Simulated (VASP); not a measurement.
# Si2W (I4/mmm) in VASP: a series of runs

Aim: see how the results for Si2W move with the level of theory and the settings. Levels: BLYP+D3(BJ), revPBE. Tasks: single point.

All numbers are computed with VASP 6.6.1; they aren't measurements. Logs are shortened: lines on timing, memory, paths and dates and some standing lists are left out, and cuts for length are marked.

### Step 1. The cell of the first run

The structure is tetragonal, space group I4/mmm (No. 139). Conventional cell: a = 3.150 Å, b = 3.150 Å, c = 7.681 Å, α = 90.00°, β = 90.00°, γ = 90.00°. Si (site symmetry 4mm) has 9 Si at 2.55 to 3.15 Å and 5 W at 2.57 Å within 3.4 Å. Within 3.4 Å of W (site symmetry 4/mmm) lie 10 Si at 2.57 Å and 4 W at 3.15 Å.

### Step 2. Single point, BLYP+D3(BJ) (volume scaled by 0.96)

INCAR

```
AGGAC = 1.0 ; AGGAX = 1.0
ALDAC = 0.0 ; ALDAX = 1.0
ALGO = Normal ; EDIFF = 1E-6
ENCUT = 520 ; GGA = B5
ISIF = 2 ; ISMEAR = 0
IVDW = 12 ; LASPH = T
LCHARG = F ; LREAL = F
LWAVE = F ; NBANDS = 18
NELM = 80 ; PREC = Accurate
SIGMA = 0.05 ; VDW_A1 = 0.4298
VDW_A2 = 4.2359 ; VDW_S6 = 1.0
VDW_S8 = 2.6996
```

KPOINTS

```
k-points
0
Gamma
  10 10 10
```

POSCAR

```
Si2W
1.0
   -1.5748735753      1.5748735753      3.8405064910
    1.5748735753     -1.5748735753      3.8405064910
    1.5748735753      1.5748735753     -3.8405064910
Si W
2 1
Direct
    0.3341713255      0.3341713255      0.0000000000
    0.6658286745      0.6658286745      0.0000000000
    0.0000000000      0.0000000000      0.0000000000
```

Potentials or basis: VASP PAW PBE potentials, release 64 (Si, W_sv).

Run with:

```sh
> cat potpaw_PBE.64/Si/POTCAR potpaw_PBE.64/W_sv/POTCAR > POTCAR
> mpirun -np 1 vasp_std > vasp.out
```

OUTCAR:

```text
EDIFF = 1E-6
   ENCUT = 520
   GGA = B5
   ISIF = 2
   ISMEAR = 0
   IVDW = 12
   LASPH = T
   LREAL = F
   NELM = 80
   PREC = Accurate
 IVDW          = 12

 ion  position               nearest neighbor table
   1  0.334  0.334  0.000-   2 2.55   3 2.57   3 2.57   3 2.57   3 2.57   3 2.57   2 2.58   2 2.58
                             2 2.58   2 2.58
   2  0.666  0.666  0.000-   1 2.55   3 2.57   3 2.57   3 2.57   3 2.57   3 2.57   1 2.58   1 2.58
                             1 2.58   1 2.58
   3  0.000  0.000  0.000-   2 2.57   2 2.57   2 2.57   1 2.57   2 2.57   1 2.57   1 2.57   1 2.57
                             1 2.57   2 2.57

  LATTYP: Found a body centered tetragonal cell.
 ALAT       =     3.1497471506
 C/A-ratio  =     2.4386125663

  Lattice vectors:

 A1 = (  -1.5748735753,   1.5748735753,   3.8405064910)
 A2 = (   1.5748735753,  -1.5748735753,   3.8405064910)
 A3 = (   1.5748735753,   1.5748735753,  -3.8405064910)

Analysis of symmetry for initial positions (statically):
=====================================================================
 Subroutine PRICEL returns:
 Original cell was already a primitive cell.

 Routine SETGRP: Setting up the symmetry group for a
 body centered tetragonal supercell.

 Subroutine GETGRP returns: Found 16 space group operations
 (whereof 16 operations were pure point group operations)
 out of a pool of 16 trial point group operations.

The static configuration has the point symmetry D_4h.

Analysis of symmetry for dynamics (positions and initial velocities):
=====================================================================
 Subroutine PRICEL returns:
 Original cell was already a primitive cell.

 Routine SETGRP: Setting up the symmetry group for a
 body centered tetragonal supercell.

 Subroutine GETGRP returns: Found 16 space group operations
 (whereof 16 operations were pure point group operations)
 out of a pool of 16 trial point group operations.

The dynamic configuration has the point symmetry D_4h.

 Subroutine INISYM returns: Found 16 space group operations
 (whereof 16 operations are pure point group operations),
 and found     1 'primitive' translations

----------------------------------------------------------------------------------------

                                     Primitive cell

  volume of cell :      38.1013

  direct lattice vectors                    reciprocal lattice vectors
    -1.574873575  1.574873575  3.840506491     0.000000000  0.317485802  0.130191161
     1.574873575 -1.574873575  3.840506491     0.317485802  0.000000000  0.130191161
     1.574873575  1.574873575 -3.840506491     0.317485802  0.317485802  0.000000000

  length of vectors
     4.439588231  4.439588231  4.439588231     0.343142788  0.343142788  0.448992727

  position of ions in fractional coordinates (direct lattice)
     0.334171326  0.334171326  0.000000000
     0.665828674  0.665828674  0.000000000
     0.000000000  0.000000000  0.000000000

  ion indices of the primitive-cell ions
   primitive index   ion index
                 1           1
                 2           2
                 3           3

----------------------------------------------------------------------------------------

 KPOINTS: k-points

Automatic generation of k-mesh.
 Grid dimensions read from file:
 generate k-points for:   10   10   10

 Generating k-lattice:

  Cartesian coordinates                     Fractional coordinates (reciprocal lattice)
     0.000000000  0.031748580  0.013019116     0.100000000  0.000000000 -0.000000000
     0.031748580  0.000000000  0.013019116     0.000000000  0.100000000 -0.000000000
     0.031748580  0.031748580  0.000000000     0.000000000  0.000000000  0.100000000

  Length of vectors
     0.034314279  0.034314279  0.044899273

  Shift w.r.t. Gamma in fractional coordinates (k-lattice)
     0.000000000  0.000000000  0.000000000

 Subroutine IBZKPT returns following result:
 ===========================================

 Found    102 irreducible k-points:

 Following reciprocal coordinates:
            Coordinates               Weight
  0.000000  0.000000  0.000000      1.000000
  0.100000 -0.000000  0.000000      8.000000
  0.200000 -0.000000  0.000000      8.000000
  0.300000 -0.000000  0.000000      8.000000
  0.400000 -0.000000  0.000000      8.000000
  0.500000 -0.000000  0.000000      4.000000
[... 16 lines left out ...]
  0.300000  0.300000  0.000000      8.000000
  0.400000  0.300000  0.000000     16.000000
 [... further k-points ...]
   k-points           NKPTS =    102   k-points in BZ     NKDIM =    102   number of bands    NBANDS=     18
   number of dos      NEDOS =    301   number of ions     NIONS =      3
   total plane-waves  NPLWV =  46656
   dimension x,y,z NGX =    36 NGY =   36 NGZ =   36
   dimension x,y,z NGXF=    72 NGYF=   72 NGZF=   72
   ions per type =               2   1
   NGX,Y,Z   is equivalent  to a cutoff of  13.48, 13.48, 13.48 a.u.
   NGXF,Y,Z  is equivalent  to a cutoff of  26.96, 26.96, 26.96 a.u.
 SYSTEM =  unknown system
   PREC   = accura    normal or accurate (medium, high low for compatibility)
   ISTART =      0    job   : 0-new  1-cont  2-samecut
   ICHARG =      2    charge: 1-file 2-atom 10-const
   ISPIN  =      1    spin polarized calculation?
   LNONCOLLINEAR =      F non collinear calculations
   LSORBIT =      F    spin-orbit coupling
   LASPH  =      T    aspherical Exc in radial PAW
   ENCUT  =  520.0 eV  38.22 Ry    6.18 a.u.   8.25  8.25  8.25*2*pi/ulx,y,z
   NELM   =     80;   NELMIN=  2; NELMDL= -5     # of ELM steps
   EDIFF  = 0.1E-05   stopping-criterion for ELM
   LREAL  =      F    real-space projection
   EDIFFG = 0.1E-04   stopping-criterion for IOM
   NSW    =      0    number of steps for IOM
   IBRION =     -1    ionic relax: 0-MD 1-quasi-New 2-CG
   NFREE  =      0    steps in history (QN), initial steepest desc. (CG)
   ISIF   =      2    stress and relaxation
   ISYM   =      2    0-nonsym 1-usesym 2-fastsym
   POTIM  = 0.5000    time-step for ionic-motion
   TEBEG  =    0.0;   TEEND  =   0.0 temperature during run
   PSTRESS=    0.0 pullay stress
   NELECT =      22.0000    total number of electrons
   NUPDOWN=      -1.0000    fix difference up-down
   EMIN   =  10.00;   EMAX   =-10.00  energy-range for DOS
   EFERMI =   0.00;   METHOD = LEGACY
   ISMEAR =     0;   SIGMA  =   0.05  broadening in eV -4-tet -1-fermi 0-gaus
   EFERMI_NEDOS =   21; number of points for ismear=-14 and -15
   IALGO  =     38    algorithm
   IMIX   =      4    mixing-type and parameters
     AMIX     =   0.40;   BMIX     =  1.00
     AMIX_MAG =   1.60;   BMIX_MAG =  1.00
  volume/ion in A,a.u.               =      12.70        85.71
  Fermi-wavevector in a.u.,A,eV,Ry     =   1.363230  2.576131 25.285008  1.858396
  Thomas-Fermi vector in A             =   2.489651
   LORBIT       =      0    0 simple, 1 ext, 2 COOP (PROOUT), +10 PAW based schemes
   GGA     = B5    functional components
   LHFCALC =     F    Hartree Fock is set to
   AEXX    =    0.0000 exact exchange contribution
   IVDW    =    12    specifies the selected vdW correction
   LEPSILON=     F    determine dielectric tensor
   LRPA    =     F    only Hartree local field effects (RPA)
 non-spin polarized calculation
 Gauss-broadening in eV      SIGMA  =   0.05
  energy-cutoff  :      520.00
  volume of cell :       38.10
 maximum number of plane-waves:      1042
 NGX is ok and might be reduce to    36
   NGX = 17   NGY = 17   NGZ = 17

 number of electron      22.0000001 magnetization

 Free energy of the ion-electron system (eV)
  ---------------------------------------------------
  ext. energy  EPLUGINS =         0.00000000
  ---------------------------------------------------
  free energy    TOTEN  =       -20.28324767 eV

  energy without entropy =      -20.28259656  energy(sigma->0) =      -20.28292211

 E-fermi :  13.3228     XC(G=0): -12.1673

 val. band max:       13.3197103332   @ k =  -0.2000  -0.3000   0.2000
 cond. band min:      13.3284438417   @ k =   0.5000   0.5000   0.3000
 fundamental gap:      0.0087335085
 Fermi energy:        13.3228332234

 k-point     1 :       0.0000    0.0000    0.0000
  band No.  band energies     occupation
      1     -59.9506      2.00000
      2     -24.5531      2.00000
      3     -24.4869      2.00000
      4     -24.4869      2.00000
      5      -1.1462      2.00000
      6       6.2040      2.00000
[... 10 lines left out ...]
     17      19.3562      0.00000
     18      19.3562      0.00000

 k-point     2 :       0.1000   -0.0000    0.0000
  band No.  band energies     occupation
      1     -59.9496      2.00000
      2     -24.5511      2.00000
      3     -24.5141      2.00000
      4     -24.4844      2.00000
      5      -0.9450      2.00000
      6       6.2353      2.00000
[... 10 lines left out ...]
     17      19.3932      0.00000
     18      20.0169      0.00000

 k-point     3 :       0.2000   -0.0000    0.0000
  band No.  band energies     occupation
      1     -59.9469      2.00000
      2     -24.5848      2.00000
      3     -24.5458      2.00000
      4     -24.4779      2.00000
      5      -0.3578      2.00000
      6       6.1863      2.00000
[... 10 lines left out ...]
     17      20.0952      0.00000
     18      21.4480      0.00000

 k-point     4 :       0.3000   -0.0000    0.0000
  band No.  band energies     occupation
      1     -59.9436      2.00000
      2     -24.6708      2.00000
      3     -24.5392      2.00000
      4     -24.4698      2.00000
      5       0.5690      2.00000
      6       5.5960      2.00000
[... 375 lines left out ...]
      4     -24.5348      2.00000
      5       0.1575      2.00000
      6       7.1687      2.00000
[... 10 lines left out ...]
     17      20.4924      0.00000
     18      21.0501      0.00000

 k-point    23 :       0.3000    0.3000    0.0000
  band No.  band energies     occupation
      1     -59.9366      2.00000
      2     -24.6505      2.00000
      3     -24.6436      2.00000
      4     -24.5244      2.00000
      5       2.3607      2.00000
      6       4.8846      2.00000
[... 10 lines left out ...]
     17      20.4326      0.00000
     18      22.1918      0.00000

 k-point    24 :       0.4000    0.3000    0.0000
  band No.  band energies     occupation
      1     -59.9340      2.00000
      2     -24.7133      2.00000
      3     -24.6378      2.00000
      4     -24.5167      2.00000
      5       3.3197      2.00000
      6       4.3777      2.00000
[... 10 lines left out ...]
     17      21.1180      0.00000
     18      22.8749      0.00000

 [... further k-points ...]

------------------------ aborting loop because EDIFF is reached ----------------------------------------

 Edisp (eV)   -4.22576

 E8    (eV) :    -3.1557

  FORCE on cell =-STRESS in cart. coord.  units (eV):
  Direction    XX          YY          ZZ          XY          YZ          ZX
  --------------------------------------------------------------------------------------
  -------------------------------------------------------------------------------------
  Total       2.67823     2.67823     2.71826     0.00000    -0.00000     0.00000
  in kB     112.62058   112.62058   114.30388     0.00000    -0.00000     0.00000
  external pressure =      113.18 kB  Pullay stress =        0.00 kB

 VOLUME and BASIS-vectors are now :
 -----------------------------------------------------------------------------
  energy-cutoff  :      520.00
  volume of cell :       38.10
      direct lattice vectors                 reciprocal lattice vectors
    -1.574873575  1.574873575  3.840506491     0.000000000  0.317485802  0.130191161
     1.574873575 -1.574873575  3.840506491     0.317485802  0.000000000  0.130191161
     1.574873575  1.574873575 -3.840506491     0.317485802  0.317485802  0.000000000

 POSITION                                       TOTAL-FORCE (eV/Angst)
 -----------------------------------------------------------------------------------
      0.00000      0.00000      2.56677        -0.000000     -0.000000     -0.017036
      0.00000      0.00000      5.11424        -0.000000     -0.000000      0.017036
      0.00000      0.00000      0.00000         0.000000      0.000000      0.000000
 -----------------------------------------------------------------------------------
    total drift:                               -0.000000     -0.000000      0.000000

  FREE ENERGIE OF THE ION-ELECTRON SYSTEM (eV)
  ---------------------------------------------------
  free  energy   TOTEN  =       -24.5090083116 eV

  energy  without entropy=      -24.5083571978  energy(sigma->0) =      -24.50868275
```

Run time: 2.3 min. Hardware: 1 thread of Intel Xeon Platinum 8375C at 2.90GHz (Ice Lake), shared host; peak memory 0.24 GiB.

Results:

* Free energy: -24.5090 eV
* Pressure: 11.3 GPa
* Largest force: 0.017 eV/Å
* Band gap on the k mesh: zero (band 11 reaches 14.10 eV, above the bottom of band 12 at 12.75 eV)
* Dispersion energy per atom: -1.409 eV

Forces in eV/Å, atoms in the order of the input:
```
Si   0.000  0.000 -0.017
Si   0.000  0.000  0.017
W    0.000  0.000  0.000
```

Stress tensor (GPa, compression positive):
```
11.26  0.00  0.00
 0.00 11.26  0.00
 0.00  0.00 11.43
```

Caveat: the PAW data sets were made with another functional, which shifts forces and pressure a little; spin-orbit coupling is left out, which moves the levels of the heavy elements; pairwise dispersion overbinds metals, which lowers pressure and volume.

### Step 3. Single point, BLYP+D3(BJ) (volume scaled by 0.98)

INCAR

```
AGGAC = 1.0 ; AGGAX = 1.0
ALDAC = 0.0 ; ALDAX = 1.0
ALGO = Normal ; EDIFF = 1E-7
ENCUT = 520 ; GGA = B5
ISIF = 2 ; ISMEAR = 0
IVDW = 12 ; LASPH = True
LCHARG = False ; LREAL = False
LWAVE = False ; NBANDS = 18
NELM = 80 ; PREC = Accurate
SIGMA = 0.05 ; VDW_A1 = 0.4298
VDW_A2 = 4.2359 ; VDW_S6 = 1.0
VDW_S8 = 2.6996
```

KPOINTS is that of step 2.

POSCAR

```
Si2W
1.0
   -1.5866653745      1.5866653745      3.8624604869
    1.5866653745     -1.5866653745      3.8624604869
    1.5866653745      1.5866653745     -3.8624604869
Si W
2 1
Direct
    0.3345545259      0.3345545259      0.0000000000
    0.6654454741      0.6654454741      0.0000000000
    0.0000000000      0.0000000000      0.0000000000
```

Potentials or basis: VASP PAW PBE potentials, release 64 (Si, W_sv).

Run with:

```sh
> cat potpaw_PBE.64/Si/POTCAR potpaw_PBE.64/W_sv/POTCAR > POTCAR
> mpirun -np 1 vasp_std > vasp.out
```

Wall time 2.7 min (1 thread of Intel Xeon Platinum 8375C at 2.90GHz (Ice Lake), shared host); peak memory 0.24 GiB.

It converged, with:

| Property | Result |
| --- | --- |
| Free energy | -24.5518 eV |
| Pressure | 6.0 GPa |
| Largest force | 0.017 eV/Å |
| Band gap on the k mesh | zero (band 11 reaches 13.75 eV, above the bottom of band 12 at 12.45 eV) |
| Dispersion energy per atom | -1.379 eV |

Forces in eV/Å, atoms in the order of the input:
```
Si   0.000  0.000 -0.017
Si   0.000  0.000  0.017
W    0.000  0.000  0.000
```

Stress tensor (GPa, compression positive):
```
5.98 0.00 0.00
0.00 5.98 0.00
0.00 0.00 6.13
```

Levels at points of the mesh, in eV from the Fermi level:
```
           k point  band 8  band 9  band 10  band 11  band 12  band 13  band 14  band 15
(0.00, 0.00, 0.00)   -3.37   -2.95    -2.95     0.63     2.93     3.22     3.24     3.24
(0.50, 0.00, 0.00)   -4.81   -2.90    -2.84    -0.46     2.84     2.86     4.13     4.71
(0.50, 0.50, 0.00)   -5.54   -5.11    -3.34    -1.54     2.95     3.13     3.32     4.12
(0.50, 0.50, 0.50)   -2.63   -0.82    -0.82    -0.53    -0.53     0.82     4.63     5.21
```

Caveat: the PAW data sets were made with another functional, which shifts forces and pressure a little; spin-orbit coupling is left out, which moves the levels of the heavy elements; pairwise dispersion overbinds metals, which lowers pressure and volume.

### Step 4. Single point, revPBE (volume scaled by 0.96)

INCAR

```
SYSTEM = Si2W
  ALGO = Normal
  EDIFF = 1E-6
  ENCUT = 520
  GGA = RE
  ISIF = 2
  ISMEAR = 0
  LASPH = .True.
  LCHARG = .False.
  LREAL = .False.
  LWAVE = .False.
  NBANDS = 18
  NELM = 100
  PREC = Accurate
  SIGMA = 0.05
```

KPOINTS

```
k-points
0
Gamma
  10 10 10
  0 0 0
```

POSCAR

```
Si2W
1.0
   -1.5965275157      1.5965275157      3.8986718627
    1.5965275157     -1.5965275157      3.8986718627
    1.5965275157      1.5965275157     -3.8986718627
Si W
2 1
Direct
    0.3340832926      0.3340832926      0.0000000000
    0.6659167074      0.6659167074      0.0000000000
    0.0000000000      0.0000000000      0.0000000000
```

Run with:

```sh
> cat potpaw_PBE.64/Si/POTCAR potpaw_PBE.64/W_sv/POTCAR > POTCAR
> mpirun -np 1 vasp_std > vasp.out
```

Wall time 2.1 min (1 thread of Intel Xeon Platinum 8375C at 2.90GHz (Ice Lake), shared host); peak memory 0.23 GiB.

The run converged. Its results:

- Free energy: -23.8486 eV
- Pressure: 9.3 GPa
- Largest force: 0.009 eV/Å
- Band gap on the k mesh: zero (band 11 reaches 13.06 eV, above the bottom of band 12 at 11.69 eV)

Forces in eV/Å, atoms in the order of the input:
```
Si   0.000  0.000 -0.009
Si   0.000  0.000  0.009
W    0.000  0.000  0.000
```

Stress tensor (GPa, compression positive):
```
9.32 0.00 0.00
0.00 9.32 0.00
0.00 0.00 9.10
```

Levels at points of the mesh, in eV from the Fermi level:
| k point | band 9 | band 10 | band 11 | band 12 | band 13 | band 14 |
| --- | --- | --- | --- | --- | --- | --- |
| (0.00, 0.00, 0.00) | -2.91 | -2.91 | 0.65 | 2.79 | 2.85 | 3.15 |
| (0.50, 0.00, 0.00) | -2.85 | -2.83 | -0.47 | 2.79 | 2.81 | 3.97 |
| (0.50, 0.50, 0.00) | -5.12 | -3.35 | -1.77 | 2.81 | 3.09 | 3.24 |
| (0.50, 0.50, 0.50) | -0.86 | -0.86 | -0.52 | -0.52 | 0.83 | 4.53 |

Caveat: the PAW data sets were made with another functional, which shifts forces and pressure a little; spin-orbit coupling is left out, which moves the levels of the heavy elements.

(Continued in part 2 of 2.)
